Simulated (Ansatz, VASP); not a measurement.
## LiF in VASP and in Ansatz

Contents of INCAR:

```
SYSTEM = LiF
ALGO = Normal
EDIFF = 1E-6
ENCUT = 520
ISIF = 2
ISMEAR = 0
LASPH = .True.
LCHARG = .False.
LREAL = .False.
LWAVE = .False.
NBANDS = 12
NELM = 80
PREC = Accurate
SIGMA = 0.05
```

KPOINTS

```
k-points
0
Gamma
  12 12 12
  0 0 0
```

POSCAR

```
LiF
1.0
    0.0000000000      2.2607523708      1.5983519262
    2.2607523708      0.0000000000      1.5983519262
    2.2607523708      2.2607523708      0.0000000000
Li F
1 1
Direct
    0.0000000000      0.0000000000      0.0000000000
    0.5000000000      0.5000000000      0.5000000000
```

Input for Ansatz:

```yaml
crystal:
  lattice:
    - [0.0, 2.2607523708, 1.5983519262]
    - [2.2607523708, 0.0, 1.5983519262]
    - [2.2607523708, 2.2607523708, 0.0]
  atoms:
    - { symbol: Li, position: [0.0, 0.0, 0.0] }
    - { symbol: F, position: [0.5, 0.5, 0.5] }
basis:
  ecutwfc: 420
kpoints:
  mp_grid: { grid: [12, 12, 12] }
hamiltonian:
  xc: lda
scf:
  occupations: { method: gaussian, width: 0.05 }
output:
  forces: true
  stress: true
  eigenvalues: true
```

Alike in both runs: task single point; functional LDA; k mesh 12 × 12 × 12; occupations gaussian, width 0.05 eV; no spin polarisation.

|  | VASP | Ansatz |
| --- | --- | --- |
| version | VASP 6.6.1 | Ansatz 0.2.0 |
| potentials or method | VASP PAW LDA potentials, release 64 (Li_sv, F), cutoff 520 eV | scalar-relativistic, plane waves, PAW |
| valence electrons in the cell | 10 | 10 |

```tsv
	VASP	Ansatz	Ansatz less VASP
gap on the k mesh at the Fermi level (eV)	8.16	8.18	+0.021
least direct gap on the mesh (eV)	8.16	8.18	+0.021
```

LDA's correlation is that of Perdew and Zunger in VASP and of Perdew and Wang (1992) in Ansatz.

Noted on VASP's run: the cutoff is short for stress, so the pressure is rough.
